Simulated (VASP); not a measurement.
# BaTiO3 (P4mm) in VASP: further runs

The runs below take BaTiO3 through relaxation of cell and atoms, with PBE.

Program: VASP 6.6.1. These are calculated values, not measurements. Logs are shortened: lines on timing, memory, paths and dates and some standing lists are left out, and cuts for length are marked.

**1. The cell of the first run**

It takes space group P4mm (No. 99, tetragonal). Conventional cell: a = 4.000 Å, b = 4.000 Å, c = 4.018 Å, α = 90.00°, β = 90.00°, γ = 90.00°. Ba (site symmetry 4mm) has 12 O at 2.79 to 2.88 Å and 8 Ti at 3.45 to 3.49 Å within 3.7 Å. Within 2.5 Å of Ti (site symmetry 4mm) lie 6 O at 1.89 to 2.13 Å. O (site symmetry 4mm) has 2 Ti at 1.89 to 2.13 Å within 2.5 Å. O (site symmetry 2mm) has 2 Ti at 2.00 Å within 2.7 Å.

**2. Relaxation of cell and atoms, PBE, target pressure 20 GPa, at which the enthalpy is minimised**

The input, INCAR:

```
SYSTEM = BaTiO3
  PREC = Accurate
  ENCUT = 600
  EDIFF = 1E-6
  ISMEAR = 0
  SIGMA = 0.01
  LREAL = .False.
  LASPH = .True.
  NELM = 80
  ALGO = Normal
  ISIF = 3
  LWAVE = .False.
  LCHARG = .False.
  GGA = PE
  IBRION = 2
  NSW = 80
  EDIFFG = -0.005
  PSTRESS = 200.0
```

The input, KPOINTS:

```
Automatic mesh
0
Gamma
  4 4 4
  0 0 0
```

The input, POSCAR:

```
BaTiO3
1.0
    3.9998000000      0.0000000000      0.0000000000
    0.0000000000      3.9998000000      0.0000000000
    0.0000000000      0.0000000000      4.0180000000
Ba Ti O
1 1 3
Direct
    0.0000000000      0.0000000000      0.0000000000
    0.5000000000      0.5000000000      0.4900000000
    0.5000000000      0.5000000000      0.0190000000
    0.5000000000      0.0000000000      0.5170000000
    0.0000000000      0.5000000000      0.5170000000
```

Potentials or basis: VASP PAW PBE potentials, release 64 (Ba_sv, Ti_sv, O).

The run is started by

```console
$ cat potpaw_PBE.64/Ba_sv/POTCAR potpaw_PBE.64/Ti_sv/POTCAR potpaw_PBE.64/O/POTCAR > POTCAR
$ mpirun -np 1 vasp_std > vasp.out
```

OUTCAR:

```text
SYSTEM = BaTiO3
   PREC = Accurate
   ENCUT = 600
   EDIFF = 1E-6
   ISMEAR = 0
   LREAL = .False.
   LASPH = .True.
   NELM = 80
   ISIF = 3
   GGA = PE
   IBRION = 2
   NSW = 80
   EDIFFG = -0.005
   PSTRESS = 200.0

 ion  position               nearest neighbor table
   1  0.000  0.000  0.000-   4 2.79   5 2.79   5 2.79   4 2.79   3 2.83   3 2.83   3 2.83   3 2.83
                             4 2.88   5 2.88   5 2.88   4 2.88   2 3.45   2 3.45   2 3.45   2 3.45
   2  0.500  0.500  0.490-   3 1.89   4 2.00   5 2.00   4 2.00   5 2.00   3 2.13   1 3.45   1 3.45
                             1 3.45   1 3.45   1 3.49   1 3.49   1 3.49   1 3.49
   3  0.500  0.500  0.019-   2 1.89   2 2.13   1 2.83   1 2.83   1 2.83   1 2.83
   4  0.500  0.000  0.517-   2 2.00   2 2.00   1 2.79   1 2.79   1 2.88   1 2.88
   5  0.000  0.500  0.517-   2 2.00   2 2.00   1 2.79   1 2.79   1 2.88   1 2.88

  LATTYP: Found a simple tetragonal cell.
 ALAT       =     3.9998000000
 C/A-ratio  =     1.0045502275

  Lattice vectors:

 A1 = (   3.9998000000,   0.0000000000,   0.0000000000)
 A2 = (   0.0000000000,   3.9998000000,   0.0000000000)
 A3 = (   0.0000000000,   0.0000000000,   4.0180000000)

Analysis of symmetry for initial positions (statically):
=====================================================================
 Subroutine PRICEL returns:
 Original cell was already a primitive cell.

 Routine SETGRP: Setting up the symmetry group for a
 simple tetragonal supercell.

 Subroutine GETGRP returns: Found  8 space group operations
 (whereof  8 operations were pure point group operations)
 out of a pool of 16 trial point group operations.

The static configuration has the point symmetry C_4v.

Analysis of symmetry for dynamics (positions and initial velocities):
=====================================================================
 Subroutine PRICEL returns:
 Original cell was already a primitive cell.

 Routine SETGRP: Setting up the symmetry group for a
 simple tetragonal supercell.

 Subroutine GETGRP returns: Found  8 space group operations
 (whereof  8 operations were pure point group operations)
 out of a pool of 16 trial point group operations.

The dynamic configuration has the point symmetry C_4v.

 Subroutine INISYM returns: Found  8 space group operations
 (whereof  8 operations are pure point group operations),
 and found     1 'primitive' translations

----------------------------------------------------------------------------------------

                                     Primitive cell

  volume of cell :      64.2816

  direct lattice vectors                    reciprocal lattice vectors
     3.999800000  0.000000000  0.000000000     0.250012501  0.000000000  0.000000000
     0.000000000  3.999800000  0.000000000     0.000000000  0.250012501  0.000000000
     0.000000000  0.000000000  4.018000000     0.000000000  0.000000000  0.248880040

  length of vectors
     3.999800000  3.999800000  4.018000000     0.250012501  0.250012501  0.248880040

  position of ions in fractional coordinates (direct lattice)
     0.000000000  0.000000000  0.000000000
     0.500000000  0.500000000  0.490000000
     0.500000000  0.500000000  0.019000000
     0.500000000  0.000000000  0.517000000
     0.000000000  0.500000000  0.517000000

  ion indices of the primitive-cell ions
   primitive index   ion index
                 1           1
                 2           2
                 3           3
                 4           4
                 5           5

----------------------------------------------------------------------------------------

 KPOINTS: Automatic mesh

Automatic generation of k-mesh.
 Grid dimensions read from file:
 generate k-points for:    4    4    4

 Generating k-lattice:

  Cartesian coordinates                     Fractional coordinates (reciprocal lattice)
     0.062503125  0.000000000  0.000000000     0.250000000  0.000000000  0.000000000
     0.000000000  0.062503125  0.000000000     0.000000000  0.250000000  0.000000000
[... 45 lines left out ...]
     AMIX     =   0.40;   BMIX     =  1.00
     AMIX_MAG =   1.60;   BMIX_MAG =  1.00
  volume/ion in A,a.u.               =      12.86        86.76
  Fermi-wavevector in a.u.,A,eV,Ry     =   1.397653  2.641181 26.578078  1.953434
  Thomas-Fermi vector in A             =   2.520888
   LORBIT       =      0    0 simple, 1 ext, 2 COOP (PROOUT), +10 PAW based schemes
   GGA     = PE    functional components
   LHFCALC =     F    Hartree Fock is set to
   AEXX    =    0.0000 exact exchange contribution
   IVDW    =     0    specifies the selected vdW correction
   LEPSILON=     F    determine dielectric tensor
   LRPA    =     F    only Hartree local field effects (RPA)
 conjugate gradient relaxation of ions
 non-spin polarized calculation
 Gauss-broadening in eV      SIGMA  =   0.01
  energy-cutoff  :      600.00
  volume of cell :       64.28
 maximum number of plane-waves:      2176
 NGX is ok and might be reduce to    32
   NGX = 15   NGY = 15   NGZ = 17

--------------------------------------- Ionic step        1  -------------------------------------------

 number of electron      39.9999999 magnetization

 Free energy of the ion-electron system (eV)
  ---------------------------------------------------
  ext. energy  EPLUGINS =         0.00000000
  ---------------------------------------------------
  free energy    TOTEN  =       -39.97896218 eV

  energy without entropy =      -39.97896218  energy(sigma->0) =      -39.97896218

------------------------ aborting loop because EDIFF is reached ----------------------------------------

  FORCE on cell =-STRESS in cart. coord.  units (eV):
  Direction    XX          YY          ZZ          XY          YZ          ZX
  --------------------------------------------------------------------------------------
  -------------------------------------------------------------------------------------
  Total        1.5050040      1.5050040      1.8994150      0.0000000     -0.0000000      0.0000000
  in kB       37.5112683     37.5112683     47.3417133      0.0000000     -0.0000000      0.0000000
  external PRESSURE =    -159.2119167 kB  Pullay stress =     200.0000000 kB
[... 102 lines left out ...]
  FREE ENERGIE OF THE ION-ELECTRON SYSTEM (eV)
  ---------------------------------------------------
  free  energy   TOTEN  =       -39.6648362213 eV

  energy  without entropy=      -39.6648362213  energy(sigma->0) =      -39.66483622

  enthalpy is  TOTEN    =       -32.2025202591 eV   P V=        7.4623159621

[... ionic steps 4 to 20 ...]

--------------------------------------- Ionic step       21  -------------------------------------------

 number of electron      39.9999984 magnetization

------------------------ aborting loop because EDIFF is reached ----------------------------------------

  FORCE on cell =-STRESS in cart. coord.  units (eV):
  Direction    XX          YY          ZZ          XY          YZ          ZX
  --------------------------------------------------------------------------------------
  -------------------------------------------------------------------------------------
  Total        7.4054964      7.4054964      7.4214543      0.0000000      0.0000000      0.0000000
  in kB      199.6205157    199.6205157    200.0506713      0.0000000      0.0000000      0.0000000
  external PRESSURE =      -0.2360991 kB  Pullay stress =     200.0000000 kB
[... 67 lines left out ...]
  enthalpy is  TOTEN    =       -32.2101241021 eV   P V=        7.4178696467

--------------------------------------- Ionic step       23  -------------------------------------------

 number of electron      39.9999984 magnetization

 Free energy of the ion-electron system (eV)
  ---------------------------------------------------
  ext. energy  EPLUGINS =         0.00000000
  ---------------------------------------------------
  free energy    TOTEN  =       -39.62707098 eV

  energy without entropy =      -39.62707098  energy(sigma->0) =      -39.62707098

 E-fermi :   4.5527     XC(G=0): -11.6653

 val. band max:        4.4585533312   @ k =   0.5000   0.5000   0.5000
 cond. band min:       6.3464233019   @ k =   0.0000   0.0000   0.0000
 fundamental gap:      1.8878699707
 Fermi energy:         4.5527484031

 k-point     1 :       0.0000    0.0000    0.0000
  band No.  band energies     occupation
      1     -51.8585      2.00000
      2     -28.1260      2.00000
      3     -28.1166      2.00000
      4     -28.1166      2.00000
      5     -20.2203      2.00000
      6     -12.6089      2.00000
[... 507 lines left out ...]
  FREE ENERGIE OF THE ION-ELECTRON SYSTEM (eV)
  ---------------------------------------------------
  free  energy   TOTEN  =       -39.6270709781 eV

  energy  without entropy=      -39.6270709781  energy(sigma->0) =      -39.62707098

  enthalpy is  TOTEN    =       -32.2101241200 eV   P V=        7.4169468581

 reached required accuracy - stopping structural energy minimisation
```

It took 3.4 min on 1 thread of AMD EPYC 9R45 (Zen 5), shared host; peak memory 0.2 GiB.

Results:

```
Free energy                                            : -39.6271 eV
Relaxed volume                                         : 11.88 Å³/atom
Relaxed cell                                           : a = 3.899 Å, b = 3.899 Å, c = 3.909 Å, α = 90.00°, β = 90.00°, γ = 90.00°
Space group after relaxing (to 0.05 Å)                 : P4mm (No. 99)
Energy change on relaxing (the enthalpy is what falls) : +70.4 meV/atom
Ionic steps                                            : 23
Pressure after relaxing                                : 20.0 GPa
Largest force after relaxing                           : 0.005 eV/Å
Band gap on the k mesh                                 : 1.89 eV, indirect (least direct gap 2.01 eV)
```

Forces in eV/Å, atoms in the order of the input:
```
Ba   0.000  0.000  0.003
Ti   0.000  0.000  0.005
O    0.000  0.000 -0.004
O    0.000  0.000 -0.002
O    0.000  0.000 -0.002
```

Step by step:
| step | energy change (eV) | largest force (eV/Å) | pressure (GPa) | volume (Å³) |
| --- | --- | --- | --- | --- |
| 1 | 0.0000 | 0.3093 | 4.08 | 64.28 |
| 2 | 1.8253 | 1.6412 | 56.32 | 53.11 |
| 3 | 0.3141 | 0.2644 | 19.32 | 59.78 |
| 4 | 0.3299 | 0.2844 | 19.87 | 59.65 |
| 5 | 0.3413 | 0.2985 | 20.25 | 59.56 |
| 6 | 0.3512 | 0.0988 | 20.34 | 59.45 |
| 7 | 0.3533 | 0.0944 | 20.37 | 59.43 |
| 8 | 0.3278 | 0.0502 | 19.48 | 59.62 |
| 9 | 0.3217 | 0.0458 | 19.31 | 59.67 |
| 10 | 0.3332 | 0.0552 | 19.59 | 59.57 |
| 11 | 0.3482 | 0.0766 | 20.06 | 59.45 |
| 12 | 0.3456 | 0.0727 | 20.01 | 59.47 |
| 13 | 0.3491 | 0.0567 | 20.05 | 59.44 |
| 14 | 0.3579 | 0.0212 | 20.28 | 59.37 |
| 15 | 0.3433 | 0.0102 | 19.77 | 59.49 |
| 16 | 0.3484 | 0.0105 | 19.89 | 59.44 |
| 17 | 0.3496 | 0.0111 | 19.97 | 59.43 |
| 18 | 0.3491 | 0.0111 | 19.96 | 59.44 |
| 19 | 0.3487 | 0.0107 | 19.98 | 59.44 |
| 20 | 0.3490 | 0.0084 | 19.97 | 59.44 |
| 21 | 0.3493 | 0.0080 | 19.98 | 59.44 |
| 22 | 0.3510 | 0.0061 | 20.01 | 59.42 |
| 23 | 0.3519 | 0.0047 | 20.04 | 59.42 |

Final structure:
```xyz
5
Lattice="3.8988 0.0000 0.0000 0.0000 3.8988 0.0000 0.0000 0.0000 3.9089" Properties=species:S:1:pos:R:3 pbc="T T T"
Ba    0.0000    0.0000    0.0227
Ti    1.9494    1.9494    1.9463
O     1.9494    1.9494    0.0532
O     1.9494    0.0000    2.0046
O     0.0000    1.9494    2.0046
```

Levels at points of the mesh, in eV from the valence-band top:
```csv
k point,band 16,band 17,band 18,band 19,band 20,band 21,band 22,band 23,band 24
"(0.00, 0.00, 0.00)",-1.26,-1.24,-0.12,-0.12,-0.12,1.89,1.96,1.96,4.45
"(0.50, 0.00, 0.00)",-2.09,-1.93,-1.88,-0.79,-0.75,2.15,3.87,3.88,4.48
"(0.50, 0.50, 0.00)",-2.99,-1.69,-0.85,-0.85,-0.10,3.90,3.90,4.33,5.37
"(0.00, 0.00, 0.50)",-2.04,-1.95,-1.95,-0.70,-0.70,2.08,3.88,3.88,4.47
"(0.50, 0.00, 0.50)",-2.98,-1.68,-0.83,-0.83,-0.13,3.89,3.89,4.32,5.43
"(0.50, 0.50, 0.50)",-2.36,-2.36,-0.03,-0.03,0.00,4.64,4.64,4.64,7.03
```

Caveat: the cell is relaxed towards a set pressure, so the enthalpy falls and the energy may rise; spin-orbit coupling is left out, which moves the levels of the heavy elements. A hybrid or GW would open this gap; PBE tends to underestimate it.

[end of part 1 of 2]
